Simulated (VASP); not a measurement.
Runs of VASP 6.6.1 on CaS (Oldhamite). The structure is that of space group Fm-3m (No. 225), or close to it. The cells are those of the table. 

```tsv
task	cell	gap on the mesh (eV)	pressure (GPa)
single point	a = 3.908 Å, angles 60.0°, 2 atoms	(c)	4.2
relaxation of cell and atoms	relaxed to 10 GPa from a = 3.984 Å, angles 60.0°, 2 atoms	1.78	10.0
single point	a = 3.963 Å, angles 60.0°, 2 atoms	2.11	(b)
single point	a = 3.763 Å, angles 60.0°, 2 atoms	1.60	(a)
relaxation of cell and atoms	relaxed to 1 GPa from a = 3.984 Å, angles 60.0°, 2 atoms	2.12	1.0
```

Alike in all rows: level PBEsol; potentials or basis VASP PAW PBE potentials, release 64 (Ca_sv, S); no spin polarisation; k mesh 8 × 8 × 8; cutoff (eV) 500; smearing gaussian 0.01 eV.

Task: Estimate the missing entries.

Result: (a) 15.4; (b) 1.2; (c) 1.99.

Caveats: the PAW data sets were made with another functional, which shifts forces and pressure a little; the cell is relaxed towards a set pressure, so the enthalpy falls and the energy may rise (some runs).

A k mesh can miss the band edges.
